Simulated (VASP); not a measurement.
# BN (Qingsongite) (F-43m) in VASP: G0W0 quasiparticle levels with PBEsol

Aim: the G0W0 quasiparticle levels of BN (Qingsongite) with PBEsol.

All numbers are computed with VASP 6.6.1; they aren't measurements. Logs are shortened: lines on timing, memory, paths and dates and some standing lists are left out, and cuts for length are marked.

### 1 The cell of the first run

It takes space group F-43m (No. 216, cubic). The conventional cell has a = 3.615 Å, b = 3.615 Å, c = 3.615 Å, α = 90.00°, β = 90.00°, γ = 90.00°. Within 2.1 Å of B (site symmetry -43m) lie 4 N at 1.57 Å. Within 2.1 Å of N (site symmetry -43m) lie 4 B at 1.57 Å.

### 2 G0W0 quasiparticle levels, PBEsol

The input, POSCAR:

```
BN
1.0
    2.5561910000      0.0000000000      0.0000000000
    1.2780955000      2.2137263429      0.0000000000
    1.2780955000      0.7379087810      2.0871212117
B N
1 1
Direct
    0.0000000000      0.0000000000      0.0000000000
    0.2500000000      0.2500000000      0.2500000000
```

The input, INCAR.step1:

```
  ALGO = Normal
  EDIFF = 1E-8
  ENCUT = 500
  GGA = PS
  ISMEAR = 0
  LASPH = True
  LCHARG = False
  LREAL = False
  LWAVE = True
  NELM = 100
  PREC = Accurate
  SIGMA = 0.01
```

The input, INCAR.step2:

```
  ALGO = Exact
  EDIFF = 1E-8
  ENCUT = 500
  GGA = PS
  ISMEAR = 0
  ISTART = 1
  LASPH = True
  LCHARG = False
  LOPTICS = True
  LREAL = False
  LWAVE = True
  NBANDS = 44
  NELM = 1
  PREC = Accurate
  SIGMA = 0.01
```

The input, INCAR.step3:

```
  ALGO = EVGW0
  EDIFF = 1E-8
  ENCUT = 500
  ENCUTGW = 120.0
  GGA = PS
  ISMEAR = 0
  ISTART = 1
  LASPH = True
  LCHARG = False
  LREAL = False
  LWAVE = False
  NBANDS = 44
  NBANDSGW = 12
  NELMGW = 1
  NOMEGA = 48
  PREC = Accurate
  PRECFOCK = Fast
  SIGMA = 0.01
```

The input, KPOINTS:

```
k-points
0
Gamma
  6 6 6
```

Potentials or basis: VASP PAW PBE potentials, release 64 (B_GW, N_GW).

Run with:

```
> cat potpaw_PBE.64/B_GW/POTCAR potpaw_PBE.64/N_GW/POTCAR > POTCAR
> cp INCAR.step1 INCAR
> mpirun -np 1 vasp_std > vasp.out
> cp INCAR.step2 INCAR
> mpirun -np 1 vasp_std > vasp.out
> cp INCAR.step3 INCAR
> mpirun -np 1 vasp_std > vasp.out
```

OUTCAR:

```text
EDIFF = 1E-8
   ENCUT = 500
   ENCUTGW = 120.0
   GGA = PS
   ISMEAR = 0
   ISTART = 1
   LASPH = True
   LREAL = False
   NELMGW = 1
   PREC = Accurate
   PRECFOCK = Fast

 ion  position               nearest neighbor table
   1  0.000  0.000  0.000-   2 1.57   2 1.57   2 1.57   2 1.57
   2  0.250  0.250  0.250-   1 1.57   1 1.57   1 1.57   1 1.57

  LATTYP: Found a face centered cubic cell.
 ALAT       =     3.6149999802

  Lattice vectors:

 A1 = (   2.5561910000,   0.0000000000,   0.0000000000)
 A2 = (   1.2780955000,   2.2137263429,   0.0000000000)
 A3 = (   1.2780955000,   0.7379087810,   2.0871212117)

Analysis of symmetry for initial positions (statically):
=====================================================================
 Subroutine PRICEL returns:
 Original cell was already a primitive cell.

 Routine SETGRP: Setting up the symmetry group for a
 face centered cubic supercell.

 Subroutine GETGRP returns: Found 24 space group operations
 (whereof 24 operations were pure point group operations)
 out of a pool of 48 trial point group operations.

The static configuration has the point symmetry T_d .

Analysis of symmetry for dynamics (positions and initial velocities):
=====================================================================
 Subroutine PRICEL returns:
 Original cell was already a primitive cell.

 Routine SETGRP: Setting up the symmetry group for a
 face centered cubic supercell.

 Subroutine GETGRP returns: Found 24 space group operations
 (whereof 24 operations were pure point group operations)
 out of a pool of 48 trial point group operations.

The dynamic configuration has the point symmetry T_d .

 Subroutine INISYM returns: Found 24 space group operations
 (whereof 24 operations are pure point group operations),
 and found     1 'primitive' translations

----------------------------------------------------------------------------------------

                                     Primitive cell

  volume of cell :      11.8104

  direct lattice vectors                    reciprocal lattice vectors
     2.556191000  0.000000000  0.000000000     0.391207073 -0.225863509 -0.159709619
     1.278095500  2.213726343  0.000000000     0.000000000  0.451727018 -0.159709619
     1.278095500  0.737908781  2.087121212     0.000000000  0.000000000  0.479128857

  length of vectors
     2.556191000  2.556191000  2.556191000     0.479128857  0.479128857  0.479128857

  position of ions in fractional coordinates (direct lattice)
     0.000000000  0.000000000  0.000000000
     0.250000000  0.250000000  0.250000000

  ion indices of the primitive-cell ions
   primitive index   ion index
                 1           1
                 2           2

----------------------------------------------------------------------------------------

 KPOINTS: k-points

Automatic generation of k-mesh.
 Grid dimensions read from file:
 generate k-points for:    6    6    6

 Generating k-lattice:

  Cartesian coordinates                     Fractional coordinates (reciprocal lattice)
     0.065201179 -0.037643918 -0.026618270     0.166666667  0.000000000  0.000000000
     0.000000000  0.075287836 -0.026618270     0.000000000  0.166666667  0.000000000
     0.000000000  0.000000000  0.079854809     0.000000000  0.000000000  0.166666667

  Length of vectors
     0.079854809  0.079854809  0.079854809

  Shift w.r.t. Gamma in fractional coordinates (k-lattice)
     0.000000000  0.000000000  0.000000000

 Subroutine IBZKPT returns following result:
 ===========================================

 Found     16 irreducible k-points:

 Following reciprocal coordinates:
            Coordinates               Weight
  0.000000  0.000000  0.000000      1.000000
  0.166667  0.000000  0.000000      8.000000
  0.333333 -0.000000  0.000000      8.000000
  0.500000  0.000000  0.000000      4.000000
  0.166667  0.166667  0.000000      6.000000
  0.333333  0.166667  0.000000     24.000000
[... 8 lines left out ...]
 -0.333333  0.333333  0.166667     24.000000
 -0.333333  0.500000  0.166667     12.000000
   k-points           NKPTS =     16   k-points in BZ     NKDIM =    216   number of bands    NBANDS=     44
   number of dos      NEDOS =    301   number of ions     NIONS =      2
   total plane-waves  NPLWV =   8000
   dimension x,y,z NGX =    20 NGY =   20 NGZ =   20
   dimension x,y,z NGXF=    40 NGYF=   40 NGZF=   40
   ions per type =               1   1
   NGX,Y,Z   is equivalent  to a cutoff of  13.01, 13.01, 13.01 a.u.
   NGXF,Y,Z  is equivalent  to a cutoff of  26.01, 26.01, 26.01 a.u.
 SYSTEM =  unknown system
   PREC   = accura    normal or accurate (medium, high low for compatibility)
   ISTART =      1    job   : 0-new  1-cont  2-samecut
   ICHARG =      0    charge: 1-file 2-atom 10-const
   ISPIN  =      1    spin polarized calculation?
   LNONCOLLINEAR =      F non collinear calculations
   LSORBIT =      F    spin-orbit coupling
   LASPH  =      T    aspherical Exc in radial PAW
   ENCUT  =  500.0 eV  36.75 Ry    6.06 a.u.   4.66  4.66  4.66*2*pi/ulx,y,z
   NELM   =     60;   NELMIN=  2; NELMDL=  0     # of ELM steps
   EDIFF  = 0.1E-07   stopping-criterion for ELM
   LREAL  =      F    real-space projection
   EDIFFG = 0.1E-06   stopping-criterion for IOM
   NSW    =      0    number of steps for IOM
   IBRION =     -1    ionic relax: 0-MD 1-quasi-New 2-CG
   NFREE  =      0    steps in history (QN), initial steepest desc. (CG)
   ISIF   =      0    stress and relaxation
   ISYM   =      3    0-nonsym 1-usesym 2-fastsym
   POTIM  = 0.5000    time-step for ionic-motion
   TEBEG  =    0.0;   TEEND  =   0.0 temperature during run
   PSTRESS=    0.0 pullay stress
   NELECT =       8.0000    total number of electrons
   NUPDOWN=      -1.0000    fix difference up-down
   EMIN   =  10.00;   EMAX   =-10.00  energy-range for DOS
   EFERMI =   0.00;   METHOD = LEGACY
   ISMEAR =     0;   SIGMA  =   0.01  broadening in eV -4-tet -1-fermi 0-gaus
   EFERMI_NEDOS =   21; number of points for ismear=-14 and -15
   IALGO  =     38    algorithm
   IMIX   =      4    mixing-type and parameters
     AMIX     =   0.40;   BMIX     =  1.00
     AMIX_MAG =   1.60;   BMIX_MAG =  1.00
  volume/ion in A,a.u.               =       5.91        39.85
  Fermi-wavevector in a.u.,A,eV,Ry     =   1.437749  2.716952 28.124920  2.067123
  Thomas-Fermi vector in A             =   2.556793
   LORBIT       =      0    0 simple, 1 ext, 2 COOP (PROOUT), +10 PAW based schemes
   GGA     = PS    functional components
   LHFCALC =     T    Hartree Fock is set to
   PRECFOCK=fast      Normal, Fast or Accurate (Low or Medium for compatibility)
   ENCUT4O =  -1.0   cutoff for four orbital integrals eV
   NKREDX  =     1    reduce k-point grid by
   NKREDY  =     1    reduce k-point grid by
   NKREDZ  =     1    reduce k-point grid by
   AEXX    =    1.0000 exact exchange contribution
   HFSCREEN=    0.0000 screening length (either q_TF or 0.3 A-1)
   HFSCREENC=   0.0000 screening length for correlation (either q_TF or 0.3 A-1)
   ENCUTFOCK=  -1.0 apply spherical cutoff to Coloumb kernel
   IVDW    =     0    specifies the selected vdW correction
   LEPSILON=     F    determine dielectric tensor
   LRPA    =     F    only Hartree local field effects (RPA)
   LRPAFORCE           =     F    calculate RPA forces
   ENCUTGW             = 120.0    cutoff for response function in eV
   ENCUTGWSOFT         =  96.0    soft cutoff for Coulomb kernel in GW response function in eV
   ENCUTLF             =  -1.0    cutoff for local field effects
   NELMGW              =     1    number of iterations in solving QP/BSE equation
   NELMHF              =     1    number of iterations in the inner HF iteration
   NKREDLFX            =     1    NKREDLFY  =   1   NKREDLFZ  =   1
 non-spin polarized calculation
 Gauss-broadening in eV      SIGMA  =   0.01
  energy-cutoff  :      500.00
  volume of cell :       11.81
 maximum number of plane-waves:       310
 NGX is ok and might be reduce to    20
  NGX = 12; NGY = 12; NGZ = 12
   NGX =  9   NGY =  9   NGZ =  9
 maximum number of plane-waves:        40
 NGX is ok and might be reduce to    10

 QP shifts <psi_nk| G(iteration)W_0 |psi_nk>: iteration 1
 for sc-GW calculations column KS-energies equals QP-energies in previous step
 and V_xc(KS)=  KS-energies - (<T + V_ion + V_H > + <T+V_H+V_ion>^1  + <V_x>^1)

 k-point   1 :       0.0000    0.0000    0.0000
  band No.  KS-energies  QP-energies   sigma(KS)   V_xc(KS)     V^pw_x(r,r')   Z            occupation Imag(sigma)

      1     -12.8349     -14.6999     -17.8430     -15.4385     -26.4248       0.7756       2.0000       1.4600
      2       7.4232       6.7762     -18.9735     -18.1896     -21.8285       0.8254       2.0000       0.0907
      3       7.4232       6.7762     -18.9735     -18.1896     -21.8285       0.8254       2.0000       0.0907
      4       7.4232       6.7762     -18.9735     -18.1896     -21.8285       0.8254       2.0000       0.0907
      5      16.1856      17.6573     -12.0746     -13.8424      -7.0113       0.8325       0.0000      -0.1114
      6      16.1856      17.6573     -12.0746     -13.8424      -7.0113       0.8325       0.0000      -0.1114
      7      16.1856      17.6573     -12.0746     -13.8424      -7.0113       0.8325       0.0000      -0.1114
      8      17.6911      18.9850     -13.8786     -15.4641      -8.3844       0.8161       0.0000      -0.1366
      9      31.9332      32.7020     -10.7499     -11.7198      -3.3191       0.7927       0.0000      -0.6034
     10      35.1293      36.5547     -11.7076     -13.4085      -5.4543       0.8380       0.0000      -0.5807
     11      35.1293      36.5547     -11.7076     -13.4085      -5.4543       0.8380       0.0000      -0.5807
     12      35.5344      36.5932     -10.1467     -11.4121      -3.0645       0.8367       0.0000      -1.0330

 k-point   2 :       0.1667    0.0000    0.0000
  band No.  KS-energies  QP-energies   sigma(KS)   V_xc(KS)     V^pw_x(r,r')   Z            occupation Imag(sigma)
[... 225 lines left out ...]
      1      -6.9511      -8.4282     -19.2876     -17.3240     -26.8057       0.7523       2.0000       0.6872
      2      -0.8158      -2.2727     -17.2987     -15.4376     -22.0287       0.7828       2.0000       0.2090
      3       1.1706      -0.0589     -17.3316     -15.7940     -21.3941       0.7996       2.0000       0.1558
      4       1.1937       0.0421     -16.7621     -15.3284     -20.5646       0.8033       2.0000       0.1475
      5      15.0460      16.2401     -12.6216     -14.0517      -7.8903       0.8350       0.0000      -0.1075
      6      19.3248      20.6170     -12.0369     -13.5961      -6.6274       0.8288       0.0000      -0.1319
      7      22.4581      24.1551     -13.0841     -15.2263      -6.4431       0.7922       0.0000      -0.2244
      8      24.1699      25.9659     -13.3498     -15.6408      -6.5177       0.7839       0.0000      -0.2524
      9      26.8697      28.6889     -14.0396     -16.3809      -6.8424       0.7770       0.0000      -0.3433
     10      33.2348      34.8818     -11.9275     -13.9919      -4.2146       0.7978       0.0000      -0.7565
     11      37.4278      38.7371     -11.4853     -13.0729      -4.1934       0.8247       0.0000      -0.9795
     12      40.6355      42.1307     -11.2454     -13.0649      -3.8272       0.8218       0.0000      -1.0827
```

Run time: 84 s. Hardware: 1 thread of Intel Xeon 8259CL, shared host; peak memory 0.19 GiB.

What came out:

- Band gap on the k mesh, mean-field level: 4.28 eV, indirect (least direct gap 8.76 eV)
- Quasiparticle gap: 5.84 eV
- Least direct quasiparticle gap: 10.88 eV

Caveat: the k points lie up to 0.50 Å⁻¹ apart; bands, screening cutoff and mesh are small and nothing is extrapolated, so the quasiparticle values aren't converged.
